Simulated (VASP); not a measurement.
## BAs: dielectric tensor with PBE

The system is BAs.

```
B As
1.0
     0.00000    2.39187    2.39187
     2.39187    0.00000    2.39187
     2.39187    2.39187    0.00000
B As
1 1
Direct
  0.00000 0.00000 0.00000
  0.25000 0.25000 0.25000
```

```json
{"Program": "VASP 6.6.1", "Task": "dielectric tensor", "Functional": "PBE", "Potentials or basis": "VASP PAW PBE potentials, release 64 (B, As)", "Cutoff": "520 eV", "k mesh": "8 × 8 × 8", "Occupations": "gaussian, width 0.01 eV", "Spin": "no spin polarisation", "Dipole correction": "no", "Further INCAR settings": "ALGO = Normal; EDIFF = 1e-08"}
```

| Item | Value |
| --- | --- |
| Band gap on the k mesh | 1.19 eV, indirect (least direct gap 3.27 eV) |
| Electronic dielectric tensor (diagonal) | 10.20 |
| Born charges (mean of the diagonal) | B -0.51; As +0.51 e |

Levels at points of the mesh, in eV from the valence-band top:
| k point | band 1 | band 2 | band 3 | band 4 | band 5 | band 6 | band 7 | band 8 |
| --- | --- | --- | --- | --- | --- | --- | --- | --- |
| (0.00, 0.00, 0.00) | -15.36 | 0.00 | 0.00 | 0.00 | 3.27 | 3.27 | 3.27 | 4.63 |
| (0.50, 0.00, 0.00) | -12.51 | -8.76 | -1.81 | -1.81 | 2.67 | 4.78 | 4.78 | 8.86 |
| (0.50, 0.50, 0.00) | -11.20 | -8.51 | -4.06 | -4.06 | 1.43 | 1.45 | 11.33 | 11.33 |

Electronic dielectric tensor:
```
10.20  0.00  0.00
 0.00 10.20  0.00
 0.00  0.00 10.20
```

Born effective charge tensors (e):
atom 1, B
```
-0.51  0.00  0.00
 0.00 -0.51  0.00
 0.00  0.00 -0.51
```
atom 2, As
```
0.51 0.00 0.00
0.00 0.51 0.00
0.00 0.00 0.51
```

Wall time 55 s on 1 thread of AMD EPYC 9R45 96-Core Processor (Zen 5) (shared host), peak memory 0.18 GiB.

A k mesh can miss the band edges.
